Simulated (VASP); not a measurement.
# BaTiO3 (P4mm) in VASP: notebook

BaTiO3 is run at these levels: PBE; tasks: single point, relaxation of cell and atoms.

Everything below comes from runs of VASP 6.6.1. Logs are shortened: lines on timing, memory, paths and dates and some standing lists are left out, and cuts for length are marked.

### 1 The cell of the first run

The structure is tetragonal, space group P4mm (No. 99). Conventional cell: a = 4.105 Å, b = 4.105 Å, c = 4.326 Å, α = 90.00°, β = 90.00°, γ = 90.00°. Within 3.7 Å of Ba (site symmetry 4mm) lie 12 O at 2.84 to 3.13 Å and 8 Ti at 3.60 to 3.65 Å. Ti (site symmetry 4mm) has 5 O at 1.78 to 2.07 Å within 2.4 Å. O (site symmetry 2mm) has 2 Ti at 2.07 Å within 2.7 Å. O (site symmetry 4mm) has 1 Ti at 1.78 Å within 2.4 Å.

### 2 Single point, PBE

Input file INCAR:

```
ALGO = Normal ; EDIFF = 1E-6
ENCUT = 520 ; GGA = PE
ISIF = 2 ; ISMEAR = 0
LASPH = T ; LCHARG = F
LREAL = F ; LWAVE = F
NBANDS = 28 ; NELM = 80
PREC = Accurate ; SIGMA = 0.02
```

Input file KPOINTS:

```
k-points
0
Gamma
  8 8 6
```

Input file POSCAR:

```
BaTiO3
1.0
    4.1050132901      0.0000000000      0.0000000000
    0.0000000000      4.1050132901      0.0000000000
    0.0000000000      0.0000000000      4.3264971309
Ba Ti O
1 1 3
Direct
    0.5000000000      0.5000000000      0.6048510521
    0.0000000000      0.0000000000      0.1145402535
    0.0000000000      0.5000000000      0.0574081972
    0.5000000000      0.0000000000      0.0574081972
    0.0000000000      0.0000000000      0.5257892901
```

Potentials or basis: VASP PAW PBE potentials, release 64 (Ba_sv, Ti_sv, O).

Command:

```
$ cat potpaw_PBE.64/Ba_sv/POTCAR potpaw_PBE.64/Ti_sv/POTCAR potpaw_PBE.64/O/POTCAR > POTCAR
$ mpirun -np 1 vasp_std > vasp.out
```

OUTCAR:

```text
EDIFF = 1E-6
   ENCUT = 520
   GGA = PE
   ISIF = 2
   ISMEAR = 0
   LASPH = T
   LREAL = F
   NELM = 80
   PREC = Accurate

 ion  position               nearest neighbor table
   1  0.500  0.500  0.605-   3 2.84   4 2.84   4 2.84   3 2.84   5 2.92   5 2.92   5 2.92   5 2.92
                             3 3.13   4 3.13   3 3.13   4 3.13   2 3.60   2 3.60   2 3.60   2 3.60
   2  0.000  0.000  0.115-   5 1.78   4 2.07   3 2.07   3 2.07   4 2.07   1 3.60   1 3.60   1 3.60
                             1 3.60   1 3.65   1 3.65   1 3.65   1 3.65
   3  0.000  0.500  0.057-   2 2.07   2 2.07   1 2.84   1 2.84   1 3.13   1 3.13
   4  0.500  0.000  0.057-   2 2.07   2 2.07   1 2.84   1 2.84   1 3.13   1 3.13
   5  0.000  0.000  0.526-   2 1.78   1 2.92   1 2.92   1 2.92   1 2.92

  LATTYP: Found a simple tetragonal cell.
 ALAT       =     4.1050132901
 C/A-ratio  =     1.0539544759

  Lattice vectors:

 A1 = (   4.1050132901,   0.0000000000,   0.0000000000)
 A2 = (   0.0000000000,   4.1050132901,   0.0000000000)
 A3 = (   0.0000000000,   0.0000000000,   4.3264971309)

Analysis of symmetry for initial positions (statically):
=====================================================================
 Subroutine PRICEL returns:
 Original cell was already a primitive cell.

 Routine SETGRP: Setting up the symmetry group for a
 simple tetragonal supercell.

 Subroutine GETGRP returns: Found  8 space group operations
 (whereof  8 operations were pure point group operations)
 out of a pool of 16 trial point group operations.

The static configuration has the point symmetry C_4v.

Analysis of symmetry for dynamics (positions and initial velocities):
=====================================================================
 Subroutine PRICEL returns:
 Original cell was already a primitive cell.

 Routine SETGRP: Setting up the symmetry group for a
 simple tetragonal supercell.

 Subroutine GETGRP returns: Found  8 space group operations
 (whereof  8 operations were pure point group operations)
 out of a pool of 16 trial point group operations.

The dynamic configuration has the point symmetry C_4v.

 Subroutine INISYM returns: Found  8 space group operations
 (whereof  8 operations are pure point group operations),
 and found     1 'primitive' translations

----------------------------------------------------------------------------------------

                                     Primitive cell

  volume of cell :      72.9064

  direct lattice vectors                    reciprocal lattice vectors
     4.105013290  0.000000000  0.000000000     0.243604571  0.000000000  0.000000000
     0.000000000  4.105013290  0.000000000     0.000000000  0.243604571  0.000000000
     0.000000000  0.000000000  4.326497131     0.000000000  0.000000000  0.231133864

  length of vectors
     4.105013290  4.105013290  4.326497131     0.243604571  0.243604571  0.231133864

  position of ions in fractional coordinates (direct lattice)
     0.500000000  0.500000000  0.604851052
     0.000000000  0.000000000  0.114540254
     0.000000000  0.500000000  0.057408197
     0.500000000  0.000000000  0.057408197
     0.000000000  0.000000000  0.525789290

  ion indices of the primitive-cell ions
   primitive index   ion index
                 1           1
                 2           2
                 3           3
                 4           4
                 5           5

----------------------------------------------------------------------------------------

 KPOINTS: k-points

Automatic generation of k-mesh.
 Grid dimensions read from file:
 generate k-points for:    8    8    6

 Generating k-lattice:

  Cartesian coordinates                     Fractional coordinates (reciprocal lattice)
     0.030450571  0.000000000  0.000000000     0.125000000  0.000000000  0.000000000
     0.000000000  0.030450571  0.000000000     0.000000000  0.125000000  0.000000000
     0.000000000  0.000000000  0.038522311     0.000000000  0.000000000  0.166666667

  Length of vectors
     0.030450571  0.030450571  0.038522311

  Shift w.r.t. Gamma in fractional coordinates (k-lattice)
     0.000000000  0.000000000  0.000000000

 Subroutine IBZKPT returns following result:
 ===========================================

 Found     60 irreducible k-points:

 Following reciprocal coordinates:
            Coordinates               Weight
  0.000000  0.000000  0.000000      1.000000
  0.125000  0.000000  0.000000      4.000000
  0.250000  0.000000  0.000000      4.000000
  0.375000  0.000000  0.000000      4.000000
  0.500000  0.000000  0.000000      2.000000
  0.125000  0.125000  0.000000      4.000000
[... 16 lines left out ...]
  0.375000  0.125000  0.166667     16.000000
  0.500000  0.125000  0.166667      8.000000
 [... further k-points ...]
   k-points           NKPTS =     60   k-points in BZ     NKDIM =     60   number of bands    NBANDS=     28
   number of dos      NEDOS =    301   number of ions     NIONS =      5
   total plane-waves  NPLWV =  32768
   dimension x,y,z NGX =    32 NGY =   32 NGZ =   32
   dimension x,y,z NGXF=    64 NGYF=   64 NGZF=   64
   ions per type =               1   1   3
   NGX,Y,Z   is equivalent  to a cutoff of  12.96, 12.96, 12.30 a.u.
   NGXF,Y,Z  is equivalent  to a cutoff of  25.92, 25.92, 24.59 a.u.
 SYSTEM =  unknown system
   PREC   = accura    normal or accurate (medium, high low for compatibility)
   ISTART =      0    job   : 0-new  1-cont  2-samecut
   ICHARG =      2    charge: 1-file 2-atom 10-const
   ISPIN  =      1    spin polarized calculation?
   LNONCOLLINEAR =      F non collinear calculations
   LSORBIT =      F    spin-orbit coupling
   LASPH  =      T    aspherical Exc in radial PAW
   ENCUT  =  520.0 eV  38.22 Ry    6.18 a.u.   7.63  7.63  8.04*2*pi/ulx,y,z
   NELM   =     80;   NELMIN=  2; NELMDL= -5     # of ELM steps
   EDIFF  = 0.1E-05   stopping-criterion for ELM
   LREAL  =      F    real-space projection
   EDIFFG = 0.1E-04   stopping-criterion for IOM
   NSW    =      0    number of steps for IOM
   IBRION =     -1    ionic relax: 0-MD 1-quasi-New 2-CG
   NFREE  =      0    steps in history (QN), initial steepest desc. (CG)
   ISIF   =      2    stress and relaxation
   ISYM   =      2    0-nonsym 1-usesym 2-fastsym
   POTIM  = 0.5000    time-step for ionic-motion
   TEBEG  =    0.0;   TEEND  =   0.0 temperature during run
   PSTRESS=    0.0 pullay stress
   NELECT =      40.0000    total number of electrons
   NUPDOWN=      -1.0000    fix difference up-down
   EMIN   =  10.00;   EMAX   =-10.00  energy-range for DOS
   EFERMI =   0.00;   METHOD = LEGACY
   ISMEAR =     0;   SIGMA  =   0.02  broadening in eV -4-tet -1-fermi 0-gaus
   EFERMI_NEDOS =   21; number of points for ismear=-14 and -15
   IALGO  =     38    algorithm
   IMIX   =      4    mixing-type and parameters
     AMIX     =   0.40;   BMIX     =  1.00
     AMIX_MAG =   1.60;   BMIX_MAG =  1.00
  volume/ion in A,a.u.               =      14.58        98.40
  Fermi-wavevector in a.u.,A,eV,Ry     =   1.340210  2.532630 24.438293  1.796164
  Thomas-Fermi vector in A             =   2.468541
   LORBIT       =      0    0 simple, 1 ext, 2 COOP (PROOUT), +10 PAW based schemes
   GGA     = PE    functional components
   LHFCALC =     F    Hartree Fock is set to
   AEXX    =    0.0000 exact exchange contribution
   IVDW    =     0    specifies the selected vdW correction
   LEPSILON=     F    determine dielectric tensor
   LRPA    =     F    only Hartree local field effects (RPA)
 non-spin polarized calculation
 Gauss-broadening in eV      SIGMA  =   0.02
  energy-cutoff  :      520.00
  volume of cell :       72.91
 maximum number of plane-waves:      1984
 NGX is ok and might be reduce to    32
   NGX = 15   NGY = 15   NGZ = 17

 number of electron      40.0000023 magnetization

 Free energy of the ion-electron system (eV)
  ---------------------------------------------------
  ext. energy  EPLUGINS =         0.00000000
  ---------------------------------------------------
  free energy    TOTEN  =       -39.90148872 eV

  energy without entropy =      -39.90148872  energy(sigma->0) =      -39.90148872

 E-fermi :   3.4151     XC(G=0): -10.5499

 val. band max:        3.1528012476   @ k =   0.5000   0.5000   0.5000
 cond. band min:       4.8545375691   @ k =   0.0000   0.0000   0.0000
 fundamental gap:      1.7017363215
 Fermi energy:         3.4151343917

 k-point     1 :       0.0000    0.0000    0.0000
  band No.  band energies     occupation
      1     -53.7035      2.00000
      2     -30.0721      2.00000
      3     -29.8638      2.00000
      4     -29.8638      2.00000
      5     -22.3415      2.00000
      6     -13.7465      2.00000
[... 20 lines left out ...]
     27       8.1057      0.00000
     28       8.8698      0.00000

 k-point     2 :       0.1250    0.0000    0.0000
  band No.  band energies     occupation
      1     -53.7035      2.00000
      2     -30.0719      2.00000
      3     -29.8688      2.00000
      4     -29.8636      2.00000
      5     -22.3316      2.00000
      6     -13.7561      2.00000
[... 20 lines left out ...]
     27       8.3382      0.00000
     28       9.2270      0.00000

 k-point     3 :       0.2500    0.0000    0.0000
  band No.  band energies     occupation
      1     -53.7032      2.00000
      2     -30.0714      2.00000
      3     -29.8809      2.00000
      4     -29.8632      2.00000
      5     -22.3076      2.00000
      6     -13.7948      2.00000
[... 20 lines left out ...]
     27       8.9052      0.00000
     28      10.1673      0.00000

 k-point     4 :       0.3750    0.0000    0.0000
  band No.  band energies     occupation
      1     -53.7030      2.00000
      2     -30.0709      2.00000
      3     -29.8929      2.00000
      4     -29.8628      2.00000
      5     -22.2833      2.00000
      6     -13.8497      2.00000
[... 578 lines left out ...]
     27       9.3310      0.00000
     28      10.1659      0.00000

 k-point    23 :       0.3750    0.1250    0.1667
  band No.  band energies     occupation
      1     -53.7028      2.00000
      2     -30.0752      2.00000
      3     -29.8924      2.00000
      4     -29.8675      2.00000
      5     -22.2684      2.00000
      6     -13.7395      2.00000
[... 20 lines left out ...]
     27       9.9733      0.00000
     28      10.6229      0.00000

 k-point    24 :       0.5000    0.1250    0.1667
  band No.  band energies     occupation
      1     -53.7027      2.00000
      2     -30.0750      2.00000
      3     -29.8973      2.00000
      4     -29.8673      2.00000
      5     -22.2592      2.00000
      6     -13.7551      2.00000
[... 20 lines left out ...]
     27      10.2877      0.00000
     28      10.7254      0.00000

 [... further k-points ...]

------------------------ aborting loop because EDIFF is reached ----------------------------------------

  FORCE on cell =-STRESS in cart. coord.  units (eV):
  Direction    XX          YY          ZZ          XY          YZ          ZX
  --------------------------------------------------------------------------------------
  -------------------------------------------------------------------------------------
  Total       -4.2582011     -4.2582011     -1.8210237      0.0000000      0.0000000      0.0000000
  in kB      -93.5774476    -93.5774476    -40.0184841      0.0000000      0.0000000      0.0000000
  external PRESSURE =     -75.7244598 kB  Pullay stress =       0.0000000 kB

 VOLUME and BASIS-vectors are now :
 -----------------------------------------------------------------------------
  energy-cutoff  :      520.00
  volume of cell :       72.91
      direct lattice vectors                 reciprocal lattice vectors
     4.105013290  0.000000000  0.000000000     0.243604571  0.000000000  0.000000000
     0.000000000  4.105013290  0.000000000     0.000000000  0.243604571  0.000000000
     0.000000000  0.000000000  4.326497131     0.000000000  0.000000000  0.231133864

 POSITION                                       TOTAL-FORCE (eV/Angst)
 -----------------------------------------------------------------------------------
      2.05251      2.05251      2.61689         0.000000     -0.000000     -0.063142
      0.00000      0.00000      0.49556        -0.000000      0.000000     -0.111606
      0.00000      2.05251      0.24838        -0.000000      0.000000      0.026673
      2.05251      0.00000      0.24838         0.000000      0.000000      0.026673
      0.00000      0.00000      2.27483         0.000000      0.000000      0.121403
 -----------------------------------------------------------------------------------
    total drift:                                0.000000     -0.000000     -0.001568

  FREE ENERGIE OF THE ION-ELECTRON SYSTEM (eV)
  ---------------------------------------------------
  free  energy   TOTEN  =       -39.9014887212 eV

  energy  without entropy=      -39.9014887212  energy(sigma->0) =      -39.90148872
```

It took 2.5 min on 1 thread of Intel Xeon 8259CL, shared host; peak memory 0.26 GiB.

Results:

* Free energy: -39.9015 eV
* Pressure: -7.6 GPa
* Largest force: 0.121 eV/Å
* Band gap on the k mesh: 1.70 eV, indirect (least direct gap 2.27 eV)

Forces in eV/Å, atoms in the order of the input:
```
Ba   0.000  0.000 -0.063
Ti   0.000  0.000 -0.112
O    0.000  0.000  0.027
O    0.000  0.000  0.027
O    0.000  0.000  0.121
```

Caveat: spin-orbit coupling is left out, which moves the levels of the heavy elements. A k mesh can miss the band edges.

[end of part 1 of 3]
